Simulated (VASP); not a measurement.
# PtSe2 in VASP: single point with PBE+D3(BJ)

Aim: the single point of PtSe2 with PBE+D3(BJ).

All numbers are computed with VASP 6.6.1; they aren't measurements. Logs are shortened: lines on timing, memory, paths and dates and some standing lists are left out, and cuts for length are marked.

**1. The cell of the first run**

The cell holds a slab with vacuum, 12 atoms: a = 7.543 Å, b = 7.543 Å, c = 24.053 Å, α = 90.00°, β = 90.00°, γ = 120.00°.

**2. Single point, PBE+D3(BJ)**

Contents of INCAR:

```
ALGO = Normal ; DIPOL = 0.5 0.5 0.386
EDIFF = 1E-6 ; ENCUT = 400
GGA = PE ; GGA_COMPAT = F
IDIPOL = 3 ; ISIF = 2
ISMEAR = 0 ; IVDW = 12
LASPH = T ; LCHARG = F
LDIPOL = T ; LREAL = F
LWAVE = F ; NBANDS = 56
NELM = 120 ; NELMDL = -8
PREC = Accurate ; SIGMA = 0.1
```

Contents of KPOINTS:

```
k-points
0
Gamma
  3 3 1
```

Contents of POSCAR:

```
PtSe2
1.0
    7.5434048859      0.0000000000      0.0000000000
   -3.7717024429      6.5327802622      0.0000000000
    0.0000000000      0.0000000000     24.0527116738
Se Pt
8 4
Direct
    0.3333333333      0.1666666667      0.3326028312
    0.3333333333      0.6666666667      0.3326028312
    0.8333333333      0.1666666667      0.3326028312
    0.8333333333      0.6666666667      0.3326028312
    0.1667995904      0.3329978019      0.4397497222
    0.1683143052      0.8340857234      0.4396579365
    0.6648920470      0.3310336663      0.4394751909
    0.6650466039      0.8344320254      0.4392417138
   -0.0001708101     -0.0001499478      0.3863564723
   -0.0003381411      0.4998179462      0.3864710200
    0.4989271797     -0.0002498837      0.3855560629
    0.4997588543      0.4997069331      0.3862367665
```

Potentials or basis: VASP PAW PBE potentials, release 64 (Se, Pt).

On the command line:

```bash
cat potpaw_PBE.64/Se/POTCAR potpaw_PBE.64/Pt/POTCAR > POTCAR
mpirun -np 1 vasp_std > vasp.out
```

OUTCAR:

```text
EDIFF = 1E-6
   ENCUT = 400
   GGA = PE
   ISIF = 2
   ISMEAR = 0
   IVDW = 12
   LASPH = T
   LREAL = F
   NELM = 120
   NELMDL = -8
   PREC = Accurate
 IVDW          = 12

 ion  position               nearest neighbor table
   1  0.333  0.167  0.333-  11 2.52  12 2.53   9 2.53
   2  0.333  0.667  0.333-  11 2.52  12 2.53  10 2.54
   3  0.833  0.167  0.333-  11 2.53   9 2.53  10 2.53
   4  0.833  0.667  0.333-   9 2.53  12 2.53  10 2.53
   5  0.167  0.333  0.440-   9 2.53  12 2.53  10 2.53
   6  0.168  0.834  0.440-  11 2.52  10 2.53   9 2.53
   7  0.665  0.331  0.439-  11 2.52  12 2.53  10 2.53
   8  0.665  0.834  0.439-  11 2.52   9 2.53  12 2.53
   9  1.000  1.000  0.386-   5 2.53   8 2.53   4 2.53   6 2.53   3 2.53   1 2.53
  10  1.000  0.500  0.386-   5 2.53   6 2.53   7 2.53   3 2.53   4 2.53   2 2.54
  11  0.499  1.000  0.386-   1 2.52   8 2.52   2 2.52   6 2.52   7 2.52   3 2.53
  12  0.500  0.500  0.386-   5 2.53   7 2.53   1 2.53   8 2.53   2 2.53   4 2.53

  LATTYP: Found a hexagonal cell.
 ALAT       =     7.5434048859
 C/A-ratio  =     3.1885749257

  Lattice vectors:

 A1 = (   7.5434048859,   0.0000000000,   0.0000000000)
 A2 = (  -3.7717024429,   6.5327802622,   0.0000000000)
 A3 = (   0.0000000000,   0.0000000000,  24.0527116738)

Analysis of symmetry for initial positions (statically):
=====================================================================
 Subroutine PRICEL returns:
 Original cell was already a primitive cell.

 Routine SETGRP: Setting up the symmetry group for a
 hexagonal supercell.

 Subroutine GETGRP returns: Found  1 space group operations
 (whereof  1 operations were pure point group operations)
 out of a pool of 24 trial point group operations.

The static configuration has the point symmetry C_1 .

Analysis of symmetry for dynamics (positions and initial velocities):
=====================================================================
 Subroutine PRICEL returns:
 Original cell was already a primitive cell.

 Routine SETGRP: Setting up the symmetry group for a
 hexagonal supercell.

 Subroutine GETGRP returns: Found  1 space group operations
 (whereof  1 operations were pure point group operations)
 out of a pool of 24 trial point group operations.

The dynamic configuration has the point symmetry C_1 .

 Subroutine INISYM returns: Found  1 space group operations
 (whereof  1 operations are pure point group operations),
 and found     1 'primitive' translations

----------------------------------------------------------------------------------------

                                     Primitive cell

  volume of cell :    1185.3034

  direct lattice vectors                    reciprocal lattice vectors
     7.543404886  0.000000000  0.000000000     0.132566131  0.076537091  0.000000000
    -3.771702443  6.532780262  0.000000000     0.000000000  0.153074183  0.000000000
     0.000000000  0.000000000 24.052711674     0.000000000  0.000000000  0.041575354

  length of vectors
     7.543404886  7.543404886 24.052711674     0.153074183  0.153074183  0.041575354

  position of ions in fractional coordinates (direct lattice)
     0.333333333  0.166666667  0.332602831
     0.333333333  0.666666667  0.332602831
     0.833333333  0.166666667  0.332602831
     0.833333333  0.666666667  0.332602831
     0.166799590  0.332997802  0.439749722
     0.168314305  0.834085723  0.439657936
     0.664892047  0.331033666  0.439475191
     0.665046604  0.834432025  0.439241714
     0.999829190  0.999850052  0.386356472
     0.999661859  0.499817946  0.386471020
     0.498927180  0.999750116  0.385556063
     0.499758854  0.499706933  0.386236766

  ion indices of the primitive-cell ions
   primitive index   ion index
                 1           1
                 2           2
                 3           3
                 4           4
                 5           5
                 6           6
                 7           7
                 8           8
                 9           9
                10          10
                11          11
                12          12

----------------------------------------------------------------------------------------

 KPOINTS: k-points

Automatic generation of k-mesh.
 Grid dimensions read from file:
 generate k-points for:    3    3    1

 Generating k-lattice:

  Cartesian coordinates                     Fractional coordinates (reciprocal lattice)
     0.044188710  0.025512364  0.000000000     0.333333333  0.000000000  0.000000000
     0.000000000  0.051024728  0.000000000     0.000000000  0.333333333  0.000000000
     0.000000000  0.000000000  0.041575354     0.000000000  0.000000000  1.000000000

  Length of vectors
     0.051024728  0.051024728  0.041575354

  Shift w.r.t. Gamma in fractional coordinates (k-lattice)
     0.000000000  0.000000000  0.000000000

 Subroutine IBZKPT returns following result:
 ===========================================

 Found      5 irreducible k-points:

 Following reciprocal coordinates:
            Coordinates               Weight
  0.000000  0.000000  0.000000      1.000000
  0.333333  0.000000  0.000000      2.000000
  0.000000  0.333333  0.000000      2.000000
 -0.333333  0.333333  0.000000      2.000000
  0.333333  0.333333  0.000000      2.000000
   k-points           NKPTS =      5   k-points in BZ     NKDIM =      5   number of bands    NBANDS=     56
   number of dos      NEDOS =    301   number of ions     NIONS =     12
   total plane-waves  NPLWV = 400000
   dimension x,y,z NGX =    50 NGY =   50 NGZ =  160
   dimension x,y,z NGXF=   100 NGYF=  100 NGZF=  320
   ions per type =               8   4
   NGX,Y,Z   is equivalent  to a cutoff of  11.02, 11.02, 11.06 a.u.
   NGXF,Y,Z  is equivalent  to a cutoff of  22.04, 22.04, 22.12 a.u.
 SYSTEM =  unknown system
   PREC   = accura    normal or accurate (medium, high low for compatibility)
   ISTART =      0    job   : 0-new  1-cont  2-samecut
   ICHARG =      2    charge: 1-file 2-atom 10-const
   ISPIN  =      1    spin polarized calculation?
   LNONCOLLINEAR =      F non collinear calculations
   LSORBIT =      F    spin-orbit coupling
   LASPH  =      T    aspherical Exc in radial PAW
   ENCUT  =  400.0 eV  29.40 Ry    5.42 a.u.  12.30 12.30 39.22*2*pi/ulx,y,z
   NELM   =    120;   NELMIN=  2; NELMDL= -8     # of ELM steps
   EDIFF  = 0.1E-05   stopping-criterion for ELM
   LREAL  =      F    real-space projection
   EDIFFG = 0.1E-04   stopping-criterion for IOM
   NSW    =      0    number of steps for IOM
   IBRION =     -1    ionic relax: 0-MD 1-quasi-New 2-CG
   NFREE  =      0    steps in history (QN), initial steepest desc. (CG)
   ISIF   =      2    stress and relaxation
   ISYM   =      2    0-nonsym 1-usesym 2-fastsym
   POTIM  = 0.5000    time-step for ionic-motion
   TEBEG  =    0.0;   TEEND  =   0.0 temperature during run
   PSTRESS=    0.0 pullay stress
   NELECT =      88.0000    total number of electrons
   NUPDOWN=      -1.0000    fix difference up-down
   EMIN   =  10.00;   EMAX   =-10.00  energy-range for DOS
   EFERMI =   0.00;   METHOD = LEGACY
   ISMEAR =     0;   SIGMA  =   0.10  broadening in eV -4-tet -1-fermi 0-gaus
   EFERMI_NEDOS =   21; number of points for ismear=-14 and -15
   IALGO  =     38    algorithm
   IMIX   =      4    mixing-type and parameters
     AMIX     =   0.40;   BMIX     =  1.00
     AMIX_MAG =   1.60;   BMIX_MAG =  1.00
  volume/ion in A,a.u.               =      98.78       666.57
  Fermi-wavevector in a.u.,A,eV,Ry     =   0.688059  1.300244  6.441347  0.473426
  Thomas-Fermi vector in A             =   1.768752
   LORBIT       =      0    0 simple, 1 ext, 2 COOP (PROOUT), +10 PAW based schemes
   GGA     = PE    functional components
   LHFCALC =     F    Hartree Fock is set to
   AEXX    =    0.0000 exact exchange contribution
   IVDW    =    12    specifies the selected vdW correction
   LEPSILON=     F    determine dielectric tensor
   LRPA    =     F    only Hartree local field effects (RPA)
 non-spin polarized calculation
 Gauss-broadening in eV      SIGMA  =   0.10
  energy-cutoff  :      400.00
  volume of cell :     1185.30
 maximum number of plane-waves:     21540
 NGX is ok and might be reduce to    50
   NGX = 25   NGY = 25   NGZ = 79

 dipolmoment           0.000000      0.000000     -0.000760 electrons x Angstroem

 number of electron      88.0000004 magnetization

 dipolmoment           0.000000      0.000000      0.000287 electrons x Angstroem

 Free energy of the ion-electron system (eV)
  ---------------------------------------------------
  ext. energy  EPLUGINS =         0.00000000
  ---------------------------------------------------
  free energy    TOTEN  =       -57.16527608 eV

  energy without entropy =      -57.16527608  energy(sigma->0) =      -57.16527608

 E-fermi :  -2.9705     XC(G=0):  -2.7537

 val. band max:       -3.4472299949   @ k =   0.3333   0.3333   0.0000
 cond. band min:      -1.8156269020   @ k =   0.3333   0.0000   0.0000
 fundamental gap:      1.6316030930
 Fermi energy:        -2.9704854336

 k-point     1 :       0.0000    0.0000    0.0000
  band No.  band energies     occupation
      1     -17.3796      2.00000
      2     -15.9488      2.00000
      3     -15.9461      2.00000
      4     -15.9451      2.00000
      5     -15.8106      2.00000
      6     -15.8046      2.00000
[... 284 lines left out ...]
     55       2.7197      0.00000
     56       2.7339      0.00000

------------------------ aborting loop because EDIFF is reached ----------------------------------------

 vacuum level on the upper side and lower side of the slab       (xc-potential included)        -0.004        -0.005

 Edisp (eV)   -3.47978

 E8    (eV) :    -1.5990

  FORCE on cell =-STRESS in cart. coord.  units (eV):
  Direction    XX          YY          ZZ          XY          YZ          ZX
  --------------------------------------------------------------------------------------
  -------------------------------------------------------------------------------------
  Total      -4.62576    -4.57005     0.06106    -0.05276     0.05528     0.10188
  in kB      -6.25265    -6.17735     0.08254    -0.07132     0.07472     0.13771
  external pressure =       -4.12 kB  Pullay stress =        0.00 kB

 VOLUME and BASIS-vectors are now :
 -----------------------------------------------------------------------------
  energy-cutoff  :      400.00
  volume of cell :     1185.30
      direct lattice vectors                 reciprocal lattice vectors
     7.543404886  0.000000000  0.000000000     0.132566131  0.076537091  0.000000000
    -3.771702443  6.532780262  0.000000000     0.000000000  0.153074183  0.000000000
     0.000000000  0.000000000 24.052711674     0.000000000  0.000000000  0.041575354

 POSITION                                       TOTAL-FORCE (eV/Angst)
 -----------------------------------------------------------------------------------
      1.88585      1.08880      8.00000        -0.084935      0.016887     -0.035688
     -0.00000      4.35519      8.00000        -0.035960     -0.082679     -0.019507
      5.65755      1.08880      8.00000         0.029476      0.029419     -0.004906
      3.77170      4.35519      8.00000         0.007959     -0.008187      0.058763
      0.00227      2.17540     10.57717        -0.020025      0.010270      0.018789
     -1.87626      5.44890     10.57497        -0.087774     -0.042576      0.012021
      3.76699      2.16257     10.57057         0.015009      0.088160      0.036946
      1.86949      5.45116     10.56495         0.090113     -0.057432      0.070423
      3.77098      6.53180      9.29292        -0.011984      0.011215     -0.067141
      5.65569      3.26520      9.29568         0.027498     -0.012239     -0.079149
     -0.00715      6.53115      9.27367         0.089028      0.018785      0.056247
      1.88514      3.26448      9.29004        -0.018404      0.028377     -0.046797
 -----------------------------------------------------------------------------------
    total drift:                                0.000006      0.000007     -0.000202

  FREE ENERGIE OF THE ION-ELECTRON SYSTEM (eV)
  ---------------------------------------------------
  free  energy   TOTEN  =       -60.6450578808 eV

  energy  without entropy=      -60.6450578808  energy(sigma->0) =      -60.64505788

 vacuum level on the upper side and lower side of the slab         2.280         2.280
```

It took 12 min on 1 thread of Intel Xeon Platinum 8259CL at 2.50GHz (Skylake/Cascade Lake), shared host; peak memory 0.83 GiB.

What came out:

| Item | Value |
| --- | --- |
| Free energy | -60.6451 eV |
| Largest force | 0.128 eV/Å |
| Band gap on the k mesh | 1.63 eV |
| Dispersion energy per atom | -0.290 eV |

Forces in eV/Å, atoms in the order of the input:
```
Se  -0.085  0.017 -0.036
Se  -0.036 -0.083 -0.020
Se   0.029  0.029 -0.005
Se   0.008 -0.008  0.059
Se  -0.020  0.010  0.019
Se  -0.088 -0.043  0.012
Se   0.015  0.088  0.037
Se   0.090 -0.057  0.070
Pt  -0.012  0.011 -0.067
Pt   0.027 -0.012 -0.079
Pt   0.089  0.019  0.056
Pt  -0.018  0.028 -0.047
```

Caveat: spin-orbit coupling is left out, which moves the levels of the heavy elements.
